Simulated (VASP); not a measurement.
Pt:

```
Pt
1.0
    -1.57359    1.57359    1.57359
     1.57359   -1.57359    1.57359
     1.57359    1.57359   -1.57359
Pt
1
Direct
  0.00000 0.00000 0.00000
```

Base run:

```yaml
Program: VASP 6.6.1
Functional: PBE
Potentials_or_basis: VASP PAW PBE potentials, release 64 (Pt)
Cutoff: 500 eV
k_mesh: 12 × 12 × 12
Occupations: fermi-dirac, width 0.05 eV
Spin: no spin polarisation
```

Its results: band gap on the k mesh zero (band 5 reaches 11.48 eV, above the bottom of band 6 at 9.27 eV); pressure 3.2 GPa.

Problem. The run is repeated on the same cell with these changes: functional from PBE to PBE0; cutoff from 500 eV to 520 eV; k mesh from 12 × 12 × 12 to 6 × 6 × 6. What comes out?

Solution. Band gap on the k mesh zero (band 5 reaches 11.39 eV, above the bottom of band 6 at 7.84 eV); pressure -4.1 GPa.

Several settings changed at once, so the effect can't be laid on one alone.

Caveats: some runs use coarse meshes; spin-orbit coupling is left out, which moves the levels of the heavy elements; the PAW data sets were made with another functional, which shifts forces and pressure a little (some runs).
